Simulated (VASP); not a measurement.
# TiO2 (Pbca) in VASP: further runs, part 2 of 2

VASP 6.6.1.

## Step 3: Single point, r2SCAN

POSCAR

```
TiO2
1.0
    5.1450000000      0.0000000000      0.0000000000
    0.0000000000      9.1850000000      0.0000000000
    0.0000000000      0.0000000000      5.4470000000
Ti O
8 16
Direct
    0.1385181807      0.1289546929      0.9052857004
    0.6385181807      0.3710453071      0.0947142996
    0.8614818193      0.6289546929      0.5947142996
    0.3614818193      0.8710453071      0.4052857004
    0.8614818193      0.8710453071      0.0947142996
    0.3614818193      0.6289546929      0.9052857004
    0.1385181807      0.3710453071      0.4052857004
    0.6385181807      0.1289546929      0.5947142996
    0.4647340705      0.2301203415      0.8901345351
    0.9647340705      0.2698796585      0.1098654649
    0.5352659295      0.7301203415      0.6098654649
    0.0352659295      0.7698796585      0.3901345351
    0.5352659295      0.7698796585      0.1098654649
    0.0352659295      0.7301203415      0.8901345351
    0.4647340705      0.2698796585      0.3901345351
    0.9647340705      0.2301203415      0.6098654649
    0.8179831236      0.0100386240      0.8503201077
    0.3179831236      0.4899613760      0.1496798923
    0.1820168764      0.5100386240      0.6496798923
    0.6820168764      0.9899613760      0.3503201077
    0.1820168764      0.9899613760      0.1496798923
    0.6820168764      0.5100386240      0.8503201077
    0.8179831236      0.4899613760      0.3503201077
    0.3179831236      0.0100386240      0.6496798923
```

INCAR.step1

```
ALGO = Normal ; EDIFF = 1E-4
ENCUT = 520 ; GGA = PE
ISMEAR = -1 ; KPAR = 4
LASPH = True ; LCHARG = False
LREAL = Auto ; LWAVE = True
NBANDS = 114 ; NELM = 80
PREC = Accurate ; SIGMA = 0.01
```

INCAR.step2

```
ALGO = Normal ; EDIFF = 1E-6
ENCUT = 520 ; ISIF = 2
ISMEAR = -1 ; ISTART = 1
KPAR = 4 ; LASPH = True
LCHARG = True ; LMIXTAU = True
LREAL = Auto ; LVHAR = True
LWAVE = False ; METAGGA = R2SCAN
NBANDS = 114 ; NELM = 80
PREC = Accurate ; SIGMA = 0.01
```

KPOINTS

```
k-points
0
Gamma
  5 3 4
```

Potentials or basis: VASP PAW PBE potentials, release 64 (Ti_sv, O).

Started as:

```
cat potpaw_PBE.64/Ti_sv/POTCAR potpaw_PBE.64/O/POTCAR > POTCAR
cp INCAR.step1 INCAR
mpirun -np 4 vasp_std > vasp.out
cp INCAR.step2 INCAR
mpirun -np 4 vasp_std > vasp.out
```

OUTCAR:

```text
EDIFF = 1E-6
   ENCUT = 520
   ISIF = 2
   ISMEAR = -1
   ISTART = 1
   LASPH = True
   LREAL = Auto
   METAGGA = R2SCAN
   NELM = 80
   PREC = Accurate

 ion  position               nearest neighbor table
   1  0.139  0.129  0.905-  21 1.86   9 1.92  10 1.93  24 2.00  17 2.00  16 2.06
   2  0.639  0.371  0.095-  22 1.86  10 1.92   9 1.93  23 2.00  18 2.00  15 2.06
   3  0.861  0.629  0.595-  23 1.86  11 1.92  12 1.93  22 2.00  19 2.00  14 2.06
   4  0.361  0.871  0.405-  24 1.86  12 1.92  11 1.93  21 2.00  20 2.00  13 2.06
   5  0.861  0.871  0.095-  17 1.86  13 1.92  14 1.93  20 2.00  21 2.00  12 2.06
   6  0.361  0.629  0.905-  18 1.86  14 1.92  13 1.93  19 2.00  22 2.00  11 2.06
   7  0.139  0.371  0.405-  19 1.86  15 1.92  16 1.93  18 2.00  23 2.00  10 2.06
   8  0.639  0.129  0.595-  20 1.86  16 1.92  15 1.93  17 2.00  24 2.00   9 2.06
   9  0.465  0.230  0.890-   1 1.92   2 1.93   8 2.06
  10  0.965  0.270  0.110-   2 1.92   1 1.93   7 2.06
  11  0.535  0.730  0.610-   3 1.92   4 1.93   6 2.06
  12  0.035  0.770  0.390-   4 1.92   3 1.93   5 2.06
  13  0.535  0.770  0.110-   5 1.92   6 1.93   4 2.06
  14  0.035  0.730  0.890-   6 1.92   5 1.93   3 2.06
[... 8 lines left out ...]
  23  0.818  0.490  0.350-   3 1.86   2 2.00   7 2.00
  24  0.318  0.010  0.650-   4 1.86   1 2.00   8 2.00

  LATTYP: Found a simple orthorhombic cell.
 ALAT       =     5.1450000000
 B/A-ratio  =     1.0586977648
 C/A-ratio  =     1.7852283771

  Lattice vectors:

 A1 = (  -5.1450000000,   0.0000000000,   0.0000000000)
 A2 = (   0.0000000000,   0.0000000000,   5.4470000000)
 A3 = (   0.0000000000,   9.1850000000,   0.0000000000)

Analysis of symmetry for initial positions (statically):
=====================================================================
 Subroutine PRICEL returns:
 Original cell was already a primitive cell.

 Routine SETGRP: Setting up the symmetry group for a
 simple orthorhombic supercell.

 Subroutine GETGRP returns: Found  8 space group operations
 (whereof  2 operations were pure point group operations)
[... 179 lines left out ...]
   LORBIT       =      0    0 simple, 1 ext, 2 COOP (PROOUT), +10 PAW based schemes
   METAGGA = R2SCAN    functional components
   LHFCALC =     F    Hartree Fock is set to
   AEXX    =    0.0000 exact exchange contribution
   IVDW    =     0    specifies the selected vdW correction
   LEPSILON=     F    determine dielectric tensor
   LRPA    =     F    only Hartree local field effects (RPA)
 non-spin polarized calculation
  energy-cutoff  :      520.00
  volume of cell :      257.41
 maximum number of plane-waves:      6952
 NGX is ok and might be reduce to    40
   NGX = 19   NGY = 35   NGZ = 21

 number of electron     191.9999944 magnetization

 Free energy of the ion-electron system (eV)
  ---------------------------------------------------
  ext. energy  EPLUGINS =         0.00000000
  ---------------------------------------------------
  free energy    TOTEN  =      -279.33568436 eV

  energy without entropy =     -279.33568436  energy(sigma->0) =     -279.33568436

 E-fermi :   4.0510     XC(G=0): -11.9152

 val. band max:        3.7814567240   @ k =   0.0000   0.0000   0.0000
 cond. band min:       6.5313822848   @ k =   0.0000   0.0000   0.0000
 fundamental gap:      2.7499255608
 Fermi energy:         4.0510465808

 k-point     1 :       0.0000    0.0000    0.0000
  band No.  band energies     occupation
      1     -54.8791      2.00000
      2     -54.8690      2.00000
      3     -54.8550      2.00000
      4     -54.8466      2.00000
      5     -54.8463      2.00000
      6     -54.8449      2.00000
[... 1987 lines left out ...]
    107       7.5839      0.00000
    108       7.5839      0.00000
 [bands above 108 left out]

------------------------ aborting loop because EDIFF is reached ----------------------------------------

  FORCE on cell =-STRESS in cart. coord.  units (eV):
  Direction    XX          YY          ZZ          XY          YZ          ZX
  --------------------------------------------------------------------------------------
  -------------------------------------------------------------------------------------
  Total        1.3160369      2.0966501      2.1379756      0.0000000      0.0000000      0.0000000
  in kB        8.1913738     13.0501238     13.3073446      0.0000000      0.0000000      0.0000000
  external PRESSURE =      11.5162807 kB  Pullay stress =       0.0000000 kB

 VOLUME and BASIS-vectors are now :
 -----------------------------------------------------------------------------
  energy-cutoff  :      520.00
  volume of cell :      257.41
      direct lattice vectors                 reciprocal lattice vectors
     5.145000000  0.000000000  0.000000000     0.194363460  0.000000000  0.000000000
     0.000000000  9.185000000  0.000000000     0.000000000  0.108873163  0.000000000
     0.000000000  0.000000000  5.447000000     0.000000000  0.000000000  0.183587296

 POSITION                                       TOTAL-FORCE (eV/Angst)
 -----------------------------------------------------------------------------------
      0.71268      1.18445      4.93109        -0.003441      0.042936     -0.090405
      3.28518      3.40805      0.51591        -0.003441     -0.042936      0.090405
      4.43232      5.77695      3.23941         0.003441      0.042936      0.090405
      1.85982      8.00055      2.20759         0.003441     -0.042936     -0.090405
      4.43232      8.00055      0.51591         0.003441     -0.042936      0.090405
      1.85982      5.77695      4.93109         0.003441      0.042936     -0.090405
[... 16 lines left out ...]
      4.20852      4.50030      1.90819        -0.046926     -0.041167     -0.065856
      1.63602      0.09220      3.53881        -0.046926      0.041167      0.065856
 -----------------------------------------------------------------------------------
    total drift:                               -0.000000      0.000000     -0.000000

  FREE ENERGIE OF THE ION-ELECTRON SYSTEM (eV)
  ---------------------------------------------------
  free  energy   TOTEN  =      -279.3356843558 eV

  energy  without entropy=     -279.3356843558  energy(sigma->0) =     -279.33568436
```

OSZICAR.step1:

```text
N       E                     dE             d eps       ncg     rms          rms(c)
DAV:   1     0.327295579881E+04    0.32730E+04   -0.94069E+04  4104   0.201E+03
DAV:   2     0.487489474194E+03   -0.27855E+04   -0.26700E+04  4104   0.639E+02
DAV:   3    -0.217274340023E+03   -0.70476E+03   -0.67993E+03  5024   0.271E+02
DAV:   4    -0.278947016881E+03   -0.61673E+02   -0.61467E+02  5736   0.888E+01
DAV:   5    -0.283560121032E+03   -0.46131E+01   -0.46113E+01  6504   0.196E+01    0.640E+01
DAV:   6    -0.216682717050E+03    0.66877E+02   -0.46005E+02  5652   0.104E+02    0.250E+01
DAV:   7    -0.215529726758E+03    0.11530E+01   -0.72450E+01  5828   0.335E+01    0.153E+01
DAV:   8    -0.215959323082E+03   -0.42960E+00   -0.18968E+01  5666   0.208E+01    0.924E+00
DAV:   9    -0.214997553877E+03    0.96177E+00   -0.99591E+00  5688   0.142E+01    0.265E+00
DAV:  10    -0.214995034332E+03    0.25195E-02   -0.69136E-01  6184   0.332E+00    0.487E-01
DAV:  11    -0.214993372801E+03    0.16615E-02   -0.47936E-02  5500   0.804E-01    0.226E-01
DAV:  12    -0.214994169347E+03   -0.79655E-03   -0.45463E-03  5778   0.292E-01    0.154E-01
DAV:  13    -0.214994059079E+03    0.11027E-03   -0.40034E-03  5588   0.257E-01    0.104E-01
DAV:  14    -0.214993998820E+03    0.60259E-04   -0.42897E-04  4078   0.102E-01
   1 F= -.21499400E+03 E0= -.21499400E+03  d E =-.282073E-16
```

Wall time 14 min (4 MPI ranks of Intel Xeon Platinum 8488C (Sapphire Rapids), shared host); peak memory 0.57 GiB.

What came out:

```
Free energy            : -279.3357 eV
Pressure               : 1.2 GPa
Largest force          : 0.100 eV/Å
Band gap on the k mesh : 2.75 eV
```

Forces on the atoms (eV/Å):
```
Ti  -0.003  0.043 -0.090
Ti  -0.003 -0.043  0.090
Ti   0.003  0.043  0.090
Ti   0.003 -0.043 -0.090
Ti   0.003 -0.043  0.090
Ti   0.003  0.043 -0.090
Ti  -0.003 -0.043 -0.090
Ti  -0.003  0.043  0.090
O    0.023  0.001 -0.015
O    0.023 -0.001  0.015
O   -0.023  0.001  0.015
O   -0.023 -0.001 -0.015
O   -0.023 -0.001  0.015
O   -0.023  0.001 -0.015
O    0.023 -0.001 -0.015
O    0.023  0.001  0.015
O   -0.047  0.041 -0.066
O   -0.047 -0.041  0.066
O    0.047  0.041  0.066
O    0.047 -0.041 -0.066
O    0.047 -0.041  0.066
O    0.047  0.041 -0.066
O   -0.047 -0.041 -0.066
O   -0.047  0.041  0.066
```

Caveat: the PAW data sets were made with another functional, which shifts forces and pressure a little. A k mesh can miss the band edges.
